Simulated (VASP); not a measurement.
Hf6Al2O15: single point with r2SCAN

Hf6Al2O15:

```xyz
23
Lattice="10.4389 0.0000 0.0000 0.0000 5.0048 0.0000 0.0000 0.0000 5.0327" Properties=species:S:1:pos:R:3 pbc="T T T"
Al    0.1723    1.3387    1.2151
Al    2.4375    1.3387    3.7314
Hf    5.3917    1.3387    1.2151
Hf    7.6569    1.3387    3.7314
Hf    2.7820    3.6661    1.2151
Hf    8.0015    3.6661    1.2151
Hf    5.0472    3.6661    3.7314
Hf   10.2667    3.6661    3.7314
O     7.1396    0.3571    1.9087
O     0.6896    0.3571    4.4251
O     5.9091    0.3571    4.4251
O     3.8308    2.3028    2.4776
O     9.0503    2.3028    2.4776
O     3.9984    2.3028    4.9939
O     9.2178    2.3028    4.9939
O     1.3886    2.7020    4.9939
O     6.6081    2.7020    4.9939
O     1.2211    2.7020    2.4776
O     6.4405    2.7020    2.4776
O     4.5298    4.6477    1.9087
O     9.7493    4.6477    1.9087
O     3.2994    4.6477    4.4251
O     8.5188    4.6477    4.4251
```

```json
{
  "Program": "VASP 6.6.1",
  "Task": "single point",
  "Functional": "r2SCAN",
  "Potentials or basis": "VASP PAW PBE potentials, release 64 (Al, Hf_pv, O)",
  "Cutoff": "520 eV",
  "k mesh": "2 × 4 × 4",
  "Occupations": "gaussian, width 0.1 eV",
  "Spin": "no spin polarisation"
}
```

```yaml
Pressure: -10.0 GPa
Largest_force: 4.292 eV/Å
Band_gap_on_the_k_mesh: 1.39 eV
```

Forces in eV/Å, atoms in the order of the input:
```
Al  -3.313  1.709 -2.127
Al  -0.224  1.746  2.932
Hf   1.046  0.423 -0.253
Hf   1.283  0.201  0.077
Hf   0.617 -3.266 -2.242
Hf   0.937 -0.506 -0.294
Hf   0.616 -0.151  0.524
Hf  -1.095 -0.986  0.994
O   -0.480  0.078 -0.051
O    2.007  0.894  0.578
O   -0.424 -0.176  0.100
O   -1.778 -1.149  0.408
O    0.022  0.100 -0.195
O   -0.801  0.593  0.489
O    0.729 -0.512  0.870
O    0.918 -0.852  0.597
O   -0.443  0.044  0.045
O    1.387 -2.267 -1.030
O   -0.589  0.106 -0.042
O   -1.617 -0.029 -0.198
O    2.533  2.175 -0.497
O   -1.178  1.873 -0.606
O   -0.152 -0.049 -0.078
```

Stress tensor (GPa, compression positive):
```
-10.86  -1.48   0.86
 -1.48 -10.84   2.85
  0.86   2.85  -8.45
```

Levels at points of the mesh, in eV from the valence-band top:
```csv
k point,band 75,band 76,band 77,band 78,band 79,band 80,band 81,band 82
"(0.00, 0.00, 0.00)",-0.36,-0.29,-0.13,0.00,1.39,3.97,4.31,4.94
"(0.50, 0.00, 0.00)",-0.44,-0.28,-0.22,0.00,1.51,3.97,4.32,4.92
"(0.00, 0.50, 0.00)",-0.46,-0.30,-0.24,-0.05,1.97,3.73,4.54,4.62
"(0.50, 0.50, 0.00)",-0.46,-0.35,-0.24,-0.05,1.99,3.70,4.55,4.60
"(0.00, 0.00, 0.50)",-0.67,-0.42,-0.35,-0.27,1.71,3.92,4.19,5.13
"(0.50, 0.00, 0.50)",-0.63,-0.52,-0.37,-0.28,1.76,3.91,4.16,5.11
"(0.00, 0.50, 0.50)",-0.88,-0.83,-0.68,-0.46,2.19,3.80,4.29,4.80
"(0.50, 0.50, 0.50)",-0.89,-0.71,-0.61,-0.53,2.22,3.77,4.26,4.84
```

Wall time 86 min on 1 thread of Oxide Virtual Turin-like Processor, on a shared host, peak memory 0.52 GiB.

Caveat: the cell stands under tension; the PAW data sets were made with another functional, which shifts forces and pressure a little; spin-orbit coupling is left out, which moves the levels of the heavy elements. A k mesh can miss the band edges.
